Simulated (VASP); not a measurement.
Write the native input for VASP 6.6.1 that does the following.

| Item | Value |
| --- | --- |
| Task | single point |
| Functional | PBE |
| Potentials or basis | VASP PAW PBE potentials, release 64 (Hf_pv, Mo_sv, C) |
| Cutoff | 520 eV |
| k mesh | 14 × 14 × 10 |
| Occupations | gaussian, width 0.1 eV |
| Spin | no spin polarisation |
| Dipole correction | no |
| Further INCAR settings | ALGO = Normal; EDIFF = 1e-06; NBANDS = 24 |

The structure of HfMoC2 lies in POSCAR:

```
HfMoC2
1.0
    3.1865768385      0.0000000000      0.0000000000
    0.0000000000      3.1865768385      0.0000000000
    0.0000000000      0.0000000000      4.4797233837
Hf Mo C
1 1 2
Direct
    0.0000000000      0.0000000000      0.0000000000
    0.5000000000      0.5000000000      0.5000000000
    0.0000000000      0.0000000000      0.5000000000
    0.5000000000      0.5000000000      0.0000000000
```

One way to write it, as run:

INCAR

```
PREC = Accurate
ENCUT = 520
EDIFF = 1E-6
ISMEAR = 0
SIGMA = 0.1
LREAL = False
LASPH = True
NELM = 100
ALGO = Normal
ISIF = 2
LWAVE = False
LCHARG = True
GGA = PE
LELF = True
LVHAR = True
NBANDS = 24
```

KPOINTS

```
Automatic mesh
0
Gamma
  14 14 10
```

Potentials or basis: VASP PAW PBE potentials, release 64 (Hf_pv, Mo_sv, C).

Run with:

```bash
$ cat potpaw_PBE.64/Hf_pv/POTCAR potpaw_PBE.64/Mo_sv/POTCAR potpaw_PBE.64/C/POTCAR > POTCAR
$ mpirun -np 1 vasp_std > vasp.out
```

Results of the run:

```json
{
 "Pressure": "-0.1 GPa",
 "Band gap on the k mesh": "zero (bands 16 and 17 overlap by 2.49 eV)"
}
```

Caveat: spin-orbit coupling is left out, which moves the levels of the heavy elements.

It took 4.3 min on 1 thread of Intel Xeon 8259CL, with other jobs on the host, peak memory 0.35 GiB.
